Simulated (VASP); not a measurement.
A run of VASP 6.6.1:

The input INCAR:

```
SYSTEM = Sb
  PREC = Accurate
  ENCUT = 500
  EDIFF = 1E-6
  ISMEAR = 0
  SIGMA = 0.1
  LREAL = .FALSE.
  LASPH = .TRUE.
  NELM = 120
  ALGO = Normal
  ISIF = 2
  LWAVE = .FALSE.
  LCHARG = .TRUE.
  GGA = PE
  LELF = .TRUE.
  LVHAR = .TRUE.
  NBANDS = 8
  GGA_COMPAT = .FALSE.
```

Contents of KPOINTS:

```
regular mesh
0
G
  8 8 8
  0 0 0
```

Contents of POSCAR:

```
Sb
1.0
    0.0000000000      2.2177795530      2.2177795530
    2.2177795530      0.0000000000      2.2177795530
    2.2177795530      2.2177795530      0.0000000000
Sb
1
Direct
    0.0000000000      0.0000000000      0.0000000000
```

Potentials or basis: VASP PAW PBE potentials, release 64 (Sb).

The run is started by

```sh
$ cat potpaw_PBE.64/Sb/POTCAR > POTCAR
$ mpirun -np 1 vasp_std > vasp.out
```

Hardware: 1 thread of Intel(R) Xeon(R) Platinum 8488C (Sapphire Rapids), with other jobs on the host.

Estimate the wall time of this run.

Run time: 4 s on 1 thread of Intel(R) Xeon(R) Platinum 8488C (Sapphire Rapids), with other jobs on the host, peak memory 0.13 GiB. Counts: scf iterations 9, k points 29.
